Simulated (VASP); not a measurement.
# H2 in VASP: a series of runs

The runs below take H2 through single point, relaxation of the atoms, with PBEsol.

Everything below comes from runs of VASP 6.6.1. Logs are shortened: lines on timing, memory, paths and dates and some standing lists are left out, and cuts for length are marked.

**1. The cell of the first run**

The cell holds a molecule in a box, 2 atoms: a = 10.000 Å, b = 10.300 Å, c = 10.600 Å, α = 90.00°, β = 90.00°, γ = 90.00°.

**2. Single point, PBEsol**

Input file INCAR:

```
PREC = Accurate
ENCUT = 400
EDIFF = 1E-6
ISMEAR = 0
SIGMA = 0.01
LREAL = F
LASPH = T
NELM = 120
ALGO = Normal
ISIF = 2
LWAVE = F
LCHARG = F
GGA = PS
NBANDS = 8
GGA_COMPAT = F
NELMDL = -8
```

Input file KPOINTS:

```
Automatic mesh
0
Gamma
  1 1 1
```

Input file POSCAR:

```
H
1.0
   10.0000000000      0.0000000000      0.0000000000
    0.0000000000     10.3000000000      0.0000000000
    0.0000000000      0.0000000000     10.6000000000
H
2
Direct
    0.5000000000      0.4854368932      0.4359302466
    0.5000000000      0.4854368932      0.5074659798
```

Potentials or basis: VASP PAW PBE potentials, release 64 (H).

On the command line:

```console
cat potpaw_PBE.64/H/POTCAR > POTCAR
mpirun -np 1 vasp_gam > vasp.out
```

OUTCAR:

```text
PREC = Accurate
   ENCUT = 400
   EDIFF = 1E-6
   ISMEAR = 0
   LREAL = F
   LASPH = T
   NELM = 120
   ISIF = 2
   GGA = PS
   NELMDL = -8

 ion  position               nearest neighbor table
   1  0.500  0.485  0.436-   2 0.76
   2  0.500  0.485  0.507-   1 0.76

  LATTYP: Found a simple orthorhombic cell.
 ALAT       =    10.0000000000
 B/A-ratio  =     1.0300000000
 C/A-ratio  =     1.0600000000

  Lattice vectors:

 A1 = (  10.0000000000,   0.0000000000,   0.0000000000)
 A2 = (   0.0000000000,  10.3000000000,   0.0000000000)
 A3 = (   0.0000000000,   0.0000000000,  10.6000000000)

Analysis of symmetry for initial positions (statically):
=====================================================================
 Subroutine PRICEL returns:
 Original cell was already a primitive cell.

 Routine SETGRP: Setting up the symmetry group for a
 simple orthorhombic supercell.

 Subroutine GETGRP returns: Found  8 space group operations
 (whereof  2 operations were pure point group operations)
 out of a pool of  8 trial point group operations.

The static configuration has the point symmetry C_1h.
 The point group associated with its full space group is D_2h.

Analysis of symmetry for dynamics (positions and initial velocities):
=====================================================================
 Subroutine PRICEL returns:
 Original cell was already a primitive cell.

 Routine SETGRP: Setting up the symmetry group for a
 simple orthorhombic supercell.

 Subroutine GETGRP returns: Found  8 space group operations
 (whereof  2 operations were pure point group operations)
 out of a pool of  8 trial point group operations.

The dynamic configuration has the point symmetry C_1h.
 The point group associated with its full space group is D_2h.

 Subroutine INISYM returns: Found  8 space group operations
 (whereof  2 operations are pure point group operations),
 and found     1 'primitive' translations

----------------------------------------------------------------------------------------

                                     Primitive cell

  volume of cell :    1091.8000

  direct lattice vectors                    reciprocal lattice vectors
    10.000000000  0.000000000  0.000000000     0.100000000  0.000000000  0.000000000
     0.000000000 10.300000000  0.000000000     0.000000000  0.097087379  0.000000000
     0.000000000  0.000000000 10.600000000     0.000000000  0.000000000  0.094339623

  length of vectors
    10.000000000 10.300000000 10.600000000     0.100000000  0.097087379  0.094339623

  position of ions in fractional coordinates (direct lattice)
     0.500000000  0.485436893  0.435930247
     0.500000000  0.485436893  0.507465980

  ion indices of the primitive-cell ions
   primitive index   ion index
                 1           1
                 2           2

----------------------------------------------------------------------------------------

 KPOINTS: Automatic mesh

Automatic generation of k-mesh.
 Grid dimensions read from file:
 generate k-points for:    1    1    1

 Generating k-lattice:

  Cartesian coordinates                     Fractional coordinates (reciprocal lattice)
     0.100000000  0.000000000  0.000000000     1.000000000  0.000000000  0.000000000
     0.000000000  0.097087379  0.000000000     0.000000000  1.000000000  0.000000000
     0.000000000  0.000000000  0.094339623     0.000000000  0.000000000  1.000000000

  Length of vectors
     0.100000000  0.097087379  0.094339623

  Shift w.r.t. Gamma in fractional coordinates (k-lattice)
     0.000000000  0.000000000  0.000000000

 Subroutine IBZKPT returns following result:
 ===========================================

 Found      1 irreducible k-points:

 Following reciprocal coordinates:
            Coordinates               Weight
  0.000000  0.000000  0.000000      1.000000
   k-points           NKPTS =      1   k-points in BZ     NKDIM =      1   number of bands    NBANDS=      8
   number of dos      NEDOS =    301   number of ions     NIONS =      2
   total plane-waves  NPLWV = 343000
   dimension x,y,z NGX =    70 NGY =   70 NGZ =   70
   dimension x,y,z NGXF=   140 NGYF=  140 NGZF=  140
   ions per type =               2
   NGX,Y,Z   is equivalent  to a cutoff of  11.64, 11.30, 10.98 a.u.
   NGXF,Y,Z  is equivalent  to a cutoff of  23.27, 22.60, 21.96 a.u.
 SYSTEM =  unknown system
   PREC   = accura    normal or accurate (medium, high low for compatibility)
   ISTART =      0    job   : 0-new  1-cont  2-samecut
   ICHARG =      2    charge: 1-file 2-atom 10-const
   ISPIN  =      1    spin polarized calculation?
   LNONCOLLINEAR =      F non collinear calculations
   LSORBIT =      F    spin-orbit coupling
   LASPH  =      T    aspherical Exc in radial PAW
   ENCUT  =  400.0 eV  29.40 Ry    5.42 a.u.  16.31 16.80 17.29*2*pi/ulx,y,z
   NELM   =    120;   NELMIN=  2; NELMDL= -8     # of ELM steps
   EDIFF  = 0.1E-05   stopping-criterion for ELM
   LREAL  =      F    real-space projection
   EDIFFG = 0.1E-04   stopping-criterion for IOM
   NSW    =      0    number of steps for IOM
   IBRION =     -1    ionic relax: 0-MD 1-quasi-New 2-CG
   NFREE  =      0    steps in history (QN), initial steepest desc. (CG)
   ISIF   =      2    stress and relaxation
   ISYM   =      2    0-nonsym 1-usesym 2-fastsym
   POTIM  = 0.5000    time-step for ionic-motion
   TEBEG  =    0.0;   TEEND  =   0.0 temperature during run
   PSTRESS=    0.0 pullay stress
   NELECT =       2.0000    total number of electrons
   NUPDOWN=      -1.0000    fix difference up-down
   EMIN   =  10.00;   EMAX   =-10.00  energy-range for DOS
   EFERMI =   0.00;   METHOD = LEGACY
   ISMEAR =     0;   SIGMA  =   0.01  broadening in eV -4-tet -1-fermi 0-gaus
   EFERMI_NEDOS =   21; number of points for ismear=-14 and -15
   IALGO  =     38    algorithm
   IMIX   =      4    mixing-type and parameters
     AMIX     =   0.40;   BMIX     =  1.00
     AMIX_MAG =   1.60;   BMIX_MAG =  1.00
  volume/ion in A,a.u.               =     545.90      3683.92
  Fermi-wavevector in a.u.,A,eV,Ry     =   0.200311  0.378532  0.545924  0.040124
  Thomas-Fermi vector in A             =   0.954346
   LORBIT       =      0    0 simple, 1 ext, 2 COOP (PROOUT), +10 PAW based schemes
   GGA     = PS    functional components
   LHFCALC =     F    Hartree Fock is set to
   AEXX    =    0.0000 exact exchange contribution
   IVDW    =     0    specifies the selected vdW correction
   LEPSILON=     F    determine dielectric tensor
   LRPA    =     F    only Hartree local field effects (RPA)
 non-spin polarized calculation
 Gauss-broadening in eV      SIGMA  =   0.01
  energy-cutoff  :      400.00
  volume of cell :     1091.80
 maximum number of plane-waves:      9924
 NGX is ok and might be reduce to    70
   NGX = 33   NGY = 33   NGZ = 35

 number of electron       2.0000001 magnetization

 Free energy of the ion-electron system (eV)
  ---------------------------------------------------
  ext. energy  EPLUGINS =         0.00000000
  ---------------------------------------------------
  free energy    TOTEN  =        -6.50366671 eV

  energy without entropy =       -6.50366671  energy(sigma->0) =       -6.50366671

 E-fermi : -10.0414     XC(G=0):  -0.3411

 val. band max:      -10.1094225778   @ k =   0.0000   0.0000   0.0000
 cond. band min:      -0.1427324938   @ k =   0.0000   0.0000   0.0000
 fundamental gap:      9.9666900840
 Fermi energy:       -10.0413682305

 k-point     1 :       0.0000    0.0000    0.0000
  band No.  band energies     occupation
      1     -10.1094      2.00000
      2      -0.1427      0.00000
      3       0.3916      0.00000
      4       0.9445      0.00000
      5       1.0046      0.00000
      6       1.2272      0.00000
      7       1.3033      0.00000
      8       1.3927      0.00000

------------------------ aborting loop because EDIFF is reached ----------------------------------------

  FORCE on cell =-STRESS in cart. coord.  units (eV):
  Direction    XX          YY          ZZ          XY          YZ          ZX
  --------------------------------------------------------------------------------------
  -------------------------------------------------------------------------------------
  Total       -0.1109605     -0.1134181     -0.1221880      0.0000000      0.0000000      0.0000000
  in kB       -0.1628305     -0.1664370     -0.1793065      0.0000000      0.0000000      0.0000000
  external PRESSURE =      -0.1695247 kB  Pullay stress =       0.0000000 kB

 VOLUME and BASIS-vectors are now :
 -----------------------------------------------------------------------------
  energy-cutoff  :      400.00
  volume of cell :     1091.80
      direct lattice vectors                 reciprocal lattice vectors
    10.000000000  0.000000000  0.000000000     0.100000000  0.000000000  0.000000000
     0.000000000 10.300000000  0.000000000     0.000000000  0.097087379  0.000000000
     0.000000000  0.000000000 10.600000000     0.000000000  0.000000000  0.094339623

 POSITION                                       TOTAL-FORCE (eV/Angst)
 -----------------------------------------------------------------------------------
      5.00000      5.00000      4.62086         0.000000      0.000000     -0.027597
      5.00000      5.00000      5.37914         0.000000      0.000000      0.027597
 -----------------------------------------------------------------------------------
    total drift:                                0.000000     -0.000004      0.000003

  FREE ENERGIE OF THE ION-ELECTRON SYSTEM (eV)
  ---------------------------------------------------
  free  energy   TOTEN  =        -6.5036667087 eV

  energy  without entropy=       -6.5036667087  energy(sigma->0) =       -6.50366671
```

It took 50 s on 1 thread of AMD EPYC 7R43 (Zen 3), shared host; peak memory 0.57 GiB.

What came out:

- Free energy: -6.5037 eV
- Largest force: 0.028 eV/Å
- Gap between the frontier levels: 9.97 eV

Forces on the atoms (eV/Å):
```
H    0.000  0.000 -0.028
H    0.000  0.000  0.028
```

Caveat: the PAW data sets were made with another functional, which shifts forces and pressure a little.

**3. Relaxation of the atoms, PBEsol**

Input file INCAR:

```
SYSTEM = H
  PREC = Accurate
  ENCUT = 450
  EDIFF = 1E-7
  ISMEAR = 0
  SIGMA = 0.01
  LREAL = .FALSE.
  LASPH = .TRUE.
  NELM = 120
  ALGO = Normal
  ISIF = 2
  LWAVE = .FALSE.
  LCHARG = .FALSE.
  GGA = PS
  IBRION = 2
  NSW = 80
  EDIFFG = -0.002
  GGA_COMPAT = .FALSE.
  NELMIN = 4
  NELMDL = -8
```

Input file KPOINTS:

```
regular mesh
0
G
  1 1 1
  0 0 0
```

Input file POSCAR:

```
H
1.0
   10.0000000000      0.0000000000      0.0000000000
    0.0000000000     10.3000000000      0.0000000000
    0.0000000000      0.0000000000     10.6000000000
H
2
Direct
    0.5000000000      0.4854368932      0.4363207547
    0.5000000000      0.4854368932      0.5070754717
```

Potentials or basis: VASP PAW PBE potentials, release 64 (H).

On the command line:

```console
cat potpaw_PBE.64/H/POTCAR > POTCAR
mpirun -np 1 vasp_gam > vasp.out
```

Wall time 2.5 min (1 thread of AMD EPYC 7R43 (Zen 3), shared host); peak memory 0.72 GiB.

The run converged. Its results:

```
Free energy                     : -6.5098 eV
Energy gained by relaxing       : 0.6 meV/atom
Ionic steps                     : 3
Gap between the frontier levels : 9.97 eV
```

Step by step:
```tsv
step	energy change (eV)	largest force (eV/Å)	pressure (GPa)
1	0.0000	0.2980	0.00
2	0.0051	0.6216	-0.03
3	-0.0013	0.0003	-0.01
```

Final structure:
```yaml
crystal:
  lattice:
    - [10.00000, 0.00000, 0.00000]
    - [0.00000, 10.30000, 0.00000]
    - [0.00000, 0.00000, 10.60000]
  atoms:
    - { symbol: H, position: [0.50000, 0.48544, 0.43591] }
    - { symbol: H, position: [0.50000, 0.48544, 0.50749] }
```

Levels at points of the mesh, in eV from the valence-band top:
```
           k point  band 1  band 2  band 3  band 4  band 5
(0.00, 0.00, 0.00)    0.00    9.97   10.50   11.05   11.11
```

Caveat: the PAW data sets were made with another functional, which shifts forces and pressure a little.
